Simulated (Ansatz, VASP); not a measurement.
# One calculation of MnCoSnH, two programs

File INCAR:

```
ALGO = Normal
EDIFF = 1E-6
ENCUT = 520
GGA = PE
ISIF = 2
ISMEAR = -1
LASPH = True
LCHARG = False
LREAL = False
LWAVE = False
NBANDS = 47
NELM = 80
PREC = Accurate
SIGMA = 0.0171
```

Contents of KPOINTS:

```
k-points
0
Gamma
  5 5 3
```

Contents of POSCAR:

```
MnCoSnH
1.0
    3.7812250000      0.0000000000      0.0000000000
    0.0000000000      3.7812250000      0.0000000000
    0.0000000000      0.0000000000      7.2395490000
Mn H Sn Co
2 2 2 2
Direct
    0.2500000000      0.2500000000      0.6709000000
    0.7500000000      0.7500000000      0.3291000000
    0.2500000000      0.7500000000      0.5000000000
    0.7500000000      0.2500000000      0.5000000000
    0.2500000000      0.2500000000      0.1643000000
    0.7500000000      0.7500000000      0.8357000000
    0.7500000000      0.2500000000      0.0000000000
    0.2500000000      0.7500000000      0.0000000000
```

Input for Ansatz:

```yaml
crystal:
  lattice:
    - [3.781225, 0.0, 0.0]
    - [0.0, 3.781225, 0.0]
    - [0.0, 0.0, 7.239549]
  atoms:
    - { symbol: Mn, position: [0.25, 0.25, 0.6709] }
    - { symbol: Mn, position: [0.75, 0.75, 0.3291] }
    - { symbol: H, position: [0.25, 0.75, 0.5] }
    - { symbol: H, position: [0.75, 0.25, 0.5] }
    - { symbol: Sn, position: [0.25, 0.25, 0.1643] }
    - { symbol: Sn, position: [0.75, 0.75, 0.8357] }
    - { symbol: Co, position: [0.75, 0.25, 0.0] }
    - { symbol: Co, position: [0.25, 0.75, 0.0] }
  symmetry: { tolerance: 0.0003 }
kpoints:
  mp_grid: { grid: [5, 5, 3], shift: [0, 0, 0] }
magnetization:
  spin_polarized: false
scf:
  occupations: { method: fermi_dirac, width: 0.0171 }
hamiltonian:
  pseudopotentials: { kind: paw }
  xc: pbe
basis:
  ecutwfc: 420
output:
  forces: true
  stress: true
  eigenvalues: true
```

Alike in both runs: task single point; functional PBE; k mesh 5 × 5 × 3; occupations fermi-dirac, width 0.0171 eV; no spin polarisation.

|  | VASP | Ansatz |
| --- | --- | --- |
| version | VASP 6.6.1 | Ansatz 0.2.0 |
| potentials or method | VASP PAW PBE potentials, release 64 (Mn_pv, H, Sn_d, Co), cutoff 520 eV | PAW plane waves |
| valence electrons in the cell | 74 | 94 |

```tsv
	VASP	Ansatz	Ansatz less VASP
gap on the k mesh at the Fermi level (eV)	none	none	-
pressure (GPa)	13.9	13.9	-0.05
traceless stress, the component that is largest in VASP (GPa)	-5.61	-5.61	+0.006
rms of the force components (eV/Å)	2.281	2.279	-0.0022
```

Atom by atom the forces differ by 0.002 eV/Å (rms over components). A gap of «none» marks a metal or a gap that the smearing closes. With one functional, cell and mesh, what is left measures potentials, basis and numerics. VASP's potentials hold 74 valence electrons a cell and Ansatz's 94, so a difference there can come from the potentials and not from the codes.
